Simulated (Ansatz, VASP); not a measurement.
# One calculation of TiO2, two programs

```
Ti O
1.0
    -1.83230    1.83230    4.93514
     1.83230   -1.83230    4.93514
     1.83230    1.83230   -4.93514
Ti O
2 4
Direct
  0.00000 0.00000 0.00000
  0.75000 0.25000 0.50000
  0.20730 0.20730 0.00000
  0.95730 0.45730 0.50000
  0.54270 0.04270 0.50000
  0.79270 0.79270 0.00000
```

Change from the starting cell: strain -0.030 along x and y, +0.030 along z, atoms carried along.

Alike in both runs: task single point; functional r2SCAN; k mesh 8 × 8 × 8; occupations gaussian, width 0.05 eV; no spin polarisation.

|  | VASP | Ansatz |
| --- | --- | --- |
| version | VASP 6.6.1 | Ansatz 0.2.0 |
| potentials or method | VASP PAW PBE potentials, release 64 (Ti_sv, O), cutoff 520 eV | scalar-relativistic, plane waves, PAW |
| valence electrons in the cell | 48 | 48 |

```tsv
	VASP	Ansatz	Ansatz less VASP
gap on the k mesh at the Fermi level (eV)	2.75	2.73	-0.020
least direct gap on the mesh (eV)	3.15	3.12	-0.026
pressure (GPa)	9.8	8.5	-1.34
traceless stress, the component that is largest in VASP (GPa)	-10.76	-10.23	+0.531
rms of the force components (eV/Å)	0.278	0.282	+0.0048
```

VASP's potentials were made for PBE, not for r2SCAN. Atom by atom the forces differ by 0.005 eV/Å (rms over components).
